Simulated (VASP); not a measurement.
A run of VASP 6.6.1 is set up as follows.

INCAR

```
SYSTEM = SnO2
PREC     = Accurate       ! precision mode
ENCUT    = 520            ! plane-wave cutoff, eV
EDIFF    = 1E-6           ! SCF threshold, eV
ISMEAR   = 0              ! smearing method
SIGMA    = 0.05           ! smearing width, eV
LREAL    = .FALSE.        ! projectors in reciprocal space
LASPH    = .TRUE.         ! aspherical terms in the spheres
NELM     = 80             ! most SCF steps
ALGO     = Normal         ! electronic algorithm
ISIF     = 2              ! what is computed and relaxed
LWAVE    = .FALSE.        ! write WAVECAR
LCHARG   = .TRUE.         ! write CHGCAR
GGA      = CA             ! functional
LELF     = .TRUE.         ! ELF
LVHAR    = .TRUE.       
NBANDS   = 35             ! bands
```

The input KPOINTS:

```
Automatic mesh
0
G
  10 10 10
  0 0 0
```

POSCAR

```
SnO2
1.0
   -1.9066685150      1.9066685150      4.8865610787
    1.9066685150     -1.9066685150      4.8865610787
    1.9066685150      1.9066685150     -4.8865610787
Sn O
2 4
Direct
    0.7500000000      0.2500000000      0.5000000000
    0.0000000000      0.0000000000      0.0000000000
    0.7969975834      0.7969975834      0.0000000000
    0.9530024166      0.4530024166      0.5000000000
    0.2030024166      0.2030024166      0.0000000000
    0.5469975834      0.0469975834      0.5000000000
```

Potentials or basis: VASP PAW LDA potentials, release 64 (Sn_d, O).

Command:

```sh
$ cat potpaw_LDA.64/Sn_d/POTCAR potpaw_LDA.64/O/POTCAR > POTCAR
$ mpirun -np 1 vasp_std > vasp.out
```

Question: What does it give for the band gap on the k mesh?

Answer: 3.14 eV (least direct gap 3.69 eV).

Question: Predict the pressure.

Answer: 32.1 GPa.

Stress tensor (GPa, compression positive):
```
30.05  0.00  0.00
 0.00 30.05  0.00
 0.00  0.00 36.25
```

Caveat: the cell differs from its parent crystal (strain -0.040 along x and y, -0.040 along z); the cell stands under pressure; spin-orbit coupling is left out, which moves the levels of the heavy elements; forces of over 1 eV/Å act on the atoms, so gaps and moduli don't describe the material at rest. A k mesh can miss the band edges.
